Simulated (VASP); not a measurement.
# BaHfO3 (Pm-3m) in VASP: notebook

The runs below take BaHfO3 through single point, with HSE06.

All numbers are computed with VASP 6.6.1; they aren't measurements. Logs are shortened: lines on timing, memory, paths and dates and some standing lists are left out, and cuts for length are marked.

## 1. The cell of the first run

It takes space group Pm-3m (No. 221, cubic). Conventional cell: a = 4.219 Å, b = 4.219 Å, c = 4.219 Å, α = 90.00°, β = 90.00°, γ = 90.00°. Ba (site symmetry m-3m) has 12 O at 2.98 Å and 8 Hf at 3.65 Å within 3.9 Å. Hf (site symmetry m-3m) has 6 O at 2.11 Å within 2.8 Å. Within 2.8 Å of O (site symmetry 4/mmm) lie 2 Hf at 2.11 Å.

## 2. Single point, HSE06 (strain +1.0%)

Contents of POSCAR:

```
BaHfO3
1.0
    4.2188293586      0.0000000000      0.0000000000
    0.0000000000      4.2188293586      0.0000000000
    0.0000000000      0.0000000000      4.2188293586
Ba Hf O
1 1 3
Direct
    0.0000000000      0.0000000000      0.0000000000
    0.5000000000      0.5000000000      0.5000000000
    0.5000000000      0.5000000000      0.0000000000
    0.5000000000      0.0000000000      0.5000000000
    0.0000000000      0.5000000000      0.5000000000
```

Contents of INCAR.step1:

```
ALGO = Normal ; EDIFF = 1E-5
ENCUT = 520 ; GGA = PE
ISIF = 2 ; ISMEAR = 0
LASPH = T ; LCHARG = F
LREAL = F ; LWAVE = T
NBANDS = 27 ; NELM = 60
PREC = Accurate ; SIGMA = 0.01
```

Contents of INCAR.step2:

```
ALGO = Normal ; EDIFF = 1E-7
ENCUT = 520 ; GGA = PE
HFSCREEN = 0.2079 ; ISIF = 2
ISMEAR = 0 ; ISTART = 1
LASPH = T ; LCHARG = F
LHFCALC = T ; LREAL = F
LWAVE = F ; NBANDS = 27
NELM = 60 ; PREC = Accurate
PRECFOCK = Fast ; SIGMA = 0.01
```

Contents of KPOINTS:

```
k-points
0
Gamma
  4 4 4
```

Potentials or basis: VASP PAW PBE potentials, release 64 (Ba_sv, Hf_pv, O).

Started as:

```
$ cat potpaw_PBE.64/Ba_sv/POTCAR potpaw_PBE.64/Hf_pv/POTCAR potpaw_PBE.64/O/POTCAR > POTCAR
$ cp INCAR.step1 INCAR
$ mpirun -np 1 vasp_std > vasp.out
$ cp INCAR.step2 INCAR
$ mpirun -np 1 vasp_std > vasp.out
```

OUTCAR:

```text
EDIFF = 1E-7
   ENCUT = 520
   GGA = PE
   HFSCREEN = 0.2079
   ISIF = 2
   ISMEAR = 0
   ISTART = 1
   LASPH = T
   LHFCALC = T
   LREAL = F
   NELM = 60
   PREC = Accurate
   PRECFOCK = Fast

 ion  position               nearest neighbor table
   1  0.000  0.000  0.000-   3 2.98   4 2.98   5 2.98   4 2.98   5 2.98   3 2.98   5 2.98   5 2.98
                             3 2.98   4 2.98   4 2.98   3 2.98   2 3.65   2 3.65   2 3.65   2 3.65
   2  0.500  0.500  0.500-   3 2.11   4 2.11   5 2.11   3 2.11   4 2.11   5 2.11   1 3.65   1 3.65
                             1 3.65   1 3.65   1 3.65   1 3.65   1 3.65   1 3.65
   3  0.500  0.500  0.000-   2 2.11   2 2.11   1 2.98   1 2.98   1 2.98   1 2.98
   4  0.500  0.000  0.500-   2 2.11   2 2.11   1 2.98   1 2.98   1 2.98   1 2.98
   5  0.000  0.500  0.500-   2 2.11   2 2.11   1 2.98   1 2.98   1 2.98   1 2.98

  LATTYP: Found a simple cubic cell.
 ALAT       =     4.2188293586

  Lattice vectors:

 A1 = (   4.2188293586,   0.0000000000,   0.0000000000)
 A2 = (   0.0000000000,   4.2188293586,   0.0000000000)
 A3 = (   0.0000000000,   0.0000000000,   4.2188293586)

Analysis of symmetry for initial positions (statically):
=====================================================================
 Subroutine PRICEL returns:
 Original cell was already a primitive cell.

 Routine SETGRP: Setting up the symmetry group for a
 simple cubic supercell.

 Subroutine GETGRP returns: Found 48 space group operations
 (whereof 48 operations were pure point group operations)
 out of a pool of 48 trial point group operations.

The static configuration has the point symmetry O_h .

Analysis of symmetry for dynamics (positions and initial velocities):
=====================================================================
 Subroutine PRICEL returns:
 Original cell was already a primitive cell.

 Routine SETGRP: Setting up the symmetry group for a
 simple cubic supercell.

 Subroutine GETGRP returns: Found 48 space group operations
 (whereof 48 operations were pure point group operations)
 out of a pool of 48 trial point group operations.

The dynamic configuration has the point symmetry O_h .

 Subroutine INISYM returns: Found 48 space group operations
 (whereof 48 operations are pure point group operations),
 and found     1 'primitive' translations

----------------------------------------------------------------------------------------

[... 93 lines left out ...]
   PSTRESS=    0.0 pullay stress
   NELECT =      38.0000    total number of electrons
   NUPDOWN=      -1.0000    fix difference up-down
   EMIN   =  10.00;   EMAX   =-10.00  energy-range for DOS
   EFERMI =   0.00;   METHOD = LEGACY
   ISMEAR =     0;   SIGMA  =   0.01  broadening in eV -4-tet -1-fermi 0-gaus
   EFERMI_NEDOS =   21; number of points for ismear=-14 and -15
   IALGO  =     38    algorithm
   IMIX   =      1    mixing-type and parameters
     AMIX     =   0.40;   BMIX     =  1.00
     AMIX_MAG =   1.60;   BMIX_MAG =  1.00
  volume/ion in A,a.u.               =      15.02       101.35
  Fermi-wavevector in a.u.,A,eV,Ry     =   1.304600  2.465337 23.156863  1.701981
  Thomas-Fermi vector in A             =   2.435525
   LORBIT       =      0    0 simple, 1 ext, 2 COOP (PROOUT), +10 PAW based schemes
   GGA     = PE    functional components
   LHFCALC =     T    Hartree Fock is set to
   PRECFOCK=fast      Normal, Fast or Accurate (Low or Medium for compatibility)
   ENCUT4O =  -1.0   cutoff for four orbital integrals eV
   NKREDX  =     1    reduce k-point grid by
   NKREDY  =     1    reduce k-point grid by
   NKREDZ  =     1    reduce k-point grid by
   AEXX    =    0.2500 exact exchange contribution
   HFSCREEN=    0.2079 screening length (either q_TF or 0.3 A-1)
   HFSCREENC=   0.2079 screening length for correlation (either q_TF or 0.3 A-1)
   ENCUTFOCK=  -1.0 apply spherical cutoff to Coloumb kernel
   IVDW    =     0    specifies the selected vdW correction
   LEPSILON=     F    determine dielectric tensor
   LRPA    =     F    only Hartree local field effects (RPA)
 non-spin polarized calculation
 Gauss-broadening in eV      SIGMA  =   0.01
  energy-cutoff  :      520.00
  volume of cell :       75.09
 maximum number of plane-waves:      2048
 NGX is ok and might be reduce to    32
  NGX = 18; NGY = 18; NGZ = 18

 number of electron      37.9999985 magnetization

 Free energy of the ion-electron system (eV)
  ---------------------------------------------------
  ext. energy  EPLUGINS =         0.00000000
  ---------------------------------------------------
  free energy    TOTEN  =       -51.62815034 eV

  energy without entropy =      -51.62815034  energy(sigma->0) =      -51.62815034

 E-fermi :   1.2767     XC(G=0):  -8.7865

 val. band max:        1.2067309170   @ k =   0.5000   0.5000   0.5000
 cond. band min:       6.1850630062   @ k =   0.0000   0.0000   0.0000
 fundamental gap:      4.9783320891
 Fermi energy:         1.2766532304

 k-point     1 :       0.0000    0.0000    0.0000
  band No.  band energies     occupation
      1     -29.3242      2.00000
      2     -29.3242      2.00000
      3     -29.3241      2.00000
      4     -25.5010      2.00000
      5     -16.9784      2.00000
      6     -16.4280      2.00000
[... 289 lines left out ...]
     26      12.0113      0.00000
     27      12.0113      0.00000

------------------------ aborting loop because EDIFF is reached ----------------------------------------

  FORCE on cell =-STRESS in cart. coord.  units (eV):
  Direction    XX          YY          ZZ          XY          YZ          ZX
  --------------------------------------------------------------------------------------
  -------------------------------------------------------------------------------------
  Total       -2.8891999     -2.8891999     -2.8891999      0.0000000     -0.0000000      0.0000000
  in kB      -61.6470487    -61.6470487    -61.6470487      0.0000000     -0.0000000      0.0000000
  external PRESSURE =     -61.6470487 kB  Pullay stress =       0.0000000 kB

 VOLUME and BASIS-vectors are now :
 -----------------------------------------------------------------------------
  energy-cutoff  :      520.00
  volume of cell :       75.09
      direct lattice vectors                 reciprocal lattice vectors
     4.218829359  0.000000000  0.000000000     0.237032578  0.000000000  0.000000000
     0.000000000  4.218829359  0.000000000     0.000000000  0.237032578  0.000000000
     0.000000000  0.000000000  4.218829359     0.000000000  0.000000000  0.237032578

 POSITION                                       TOTAL-FORCE (eV/Angst)
 -----------------------------------------------------------------------------------
      0.00000      0.00000      0.00000         0.000000      0.000000      0.000000
      2.10941      2.10941      2.10941         0.000000      0.000000      0.000000
      2.10941      2.10941      0.00000         0.000000      0.000000      0.000000
      2.10941      0.00000      2.10941         0.000000      0.000000      0.000000
      0.00000      2.10941      2.10941         0.000000      0.000000      0.000000
 -----------------------------------------------------------------------------------
    total drift:                                0.000004      0.000004      0.000004

  FREE ENERGIE OF THE ION-ELECTRON SYSTEM (eV)
  ---------------------------------------------------
  free  energy   TOTEN  =       -51.6281503396 eV

  energy  without entropy=      -51.6281503396  energy(sigma->0) =      -51.62815034
```

OUTCAR.step1:

```text
EDIFF = 1E-5
   ENCUT = 520
   GGA = PE
   ISIF = 2
[... 519 lines left out ...]
      2.10941      2.10941      2.10941         0.000000      0.000000      0.000000
      2.10941      2.10941      0.00000         0.000000      0.000000      0.000000
      2.10941      0.00000      2.10941         0.000000      0.000000      0.000000
      0.00000      2.10941      2.10941         0.000000      0.000000      0.000000
 -----------------------------------------------------------------------------------
    total drift:                                0.000000     -0.000000     -0.000000

  FREE ENERGIE OF THE ION-ELECTRON SYSTEM (eV)
  ---------------------------------------------------
  free  energy   TOTEN  =       -43.5439641158 eV

  energy  without entropy=      -43.5439641158  energy(sigma->0) =      -43.54396412
```

Run time: 40 min. Hardware: 1 thread of Oxide Virtual Turin-like, shared host; peak memory 0.27 GiB.

Results:

```
Free energy            : -51.6282 eV
Pressure               : -6.2 GPa
Band gap on the k mesh : 4.98 eV (least direct gap 5.26 eV)
```

Caveat: the cell differs from its parent crystal (strain +1.0%); the cell stands under tension; the PAW data sets were made with another functional, which shifts forces and pressure a little; spin-orbit coupling is left out, which moves the levels of the heavy elements.

## 3. Single point, HSE06 (strain +4.0%)

Changes to POSCAR since step 2:

```diff
@@ -2,5 +2,5 @@
 1.0
-    4.2188293586      0.0000000000      0.0000000000
-    0.0000000000      4.2188293586      0.0000000000
-    0.0000000000      0.0000000000      4.2188293586
+    4.3441411217      0.0000000000      0.0000000000
+    0.0000000000      4.3441411217      0.0000000000
+    0.0000000000      0.0000000000      4.3441411217
 Ba Hf O
```

Contents of INCAR.step1:

```
PREC = Accurate ; ENCUT = 520
EDIFF = 1E-5 ; ISMEAR = 0
SIGMA = 0.01 ; LREAL = F
LASPH = T ; NELM = 80
ALGO = Normal ; ISIF = 2
LWAVE = T ; GGA = PE
NBANDS = 27
```

Contents of INCAR.step2:

```
PREC = Accurate ; ENCUT = 520
EDIFF = 1E-6 ; ISMEAR = 0
SIGMA = 0.01 ; LREAL = F
LASPH = T ; NELM = 80
ALGO = Normal ; ISIF = 2
LWAVE = F ; LCHARG = T
GGA = PE ; LHFCALC = T
HFSCREEN = 0.2079 ; PRECFOCK = Fast
LELF = T ; LVHAR = T
ISTART = 1 ; NBANDS = 27
```

Contents of KPOINTS:

```
Automatic mesh
0
Gamma
  4 4 4
```

Potentials or basis: VASP PAW PBE potentials, release 64 (Ba_sv, Hf_pv, O).

Started as:

```
$ cat potpaw_PBE.64/Ba_sv/POTCAR potpaw_PBE.64/Hf_pv/POTCAR potpaw_PBE.64/O/POTCAR > POTCAR
$ cp INCAR.step1 INCAR
$ mpirun -np 1 vasp_std > vasp.out
$ cp INCAR.step2 INCAR
$ mpirun -np 1 vasp_std > vasp.out
```

Wall time 26 min (1 thread of Oxide Virtual Turin-like, shared host); peak memory 0.28 GiB.

Results (log left out):

```
Free energy            : -51.1231 eV
Pressure               : -16.7 GPa
Band gap on the k mesh : 4.76 eV (least direct gap 5.09 eV)
```

Levels at points of the mesh, in eV from the valence-band top:
| k point | band 16 | band 17 | band 18 | band 19 | band 20 | band 21 | band 22 | band 23 |
| --- | --- | --- | --- | --- | --- | --- | --- | --- |
| (0.00, 0.00, 0.00) | -0.89 | -0.33 | -0.33 | -0.33 | 4.76 | 4.76 | 4.76 | 6.00 |
| (0.50, 0.00, 0.00) | -1.64 | -1.46 | -0.66 | -0.66 | 5.22 | 7.18 | 7.18 | 7.62 |
| (0.50, 0.50, 0.00) | -1.37 | -0.99 | -0.99 | -0.06 | 7.10 | 7.10 | 7.47 | 7.94 |
| (0.50, 0.50, 0.50) | -2.58 | 0.00 | 0.00 | 0.00 | 7.10 | 7.10 | 7.10 | 8.53 |

Caveat: the cell differs from its parent crystal (strain +4.0%); the cell stands under tension; the PAW data sets were made with another functional, which shifts forces and pressure a little; spin-orbit coupling is left out, which moves the levels of the heavy elements.
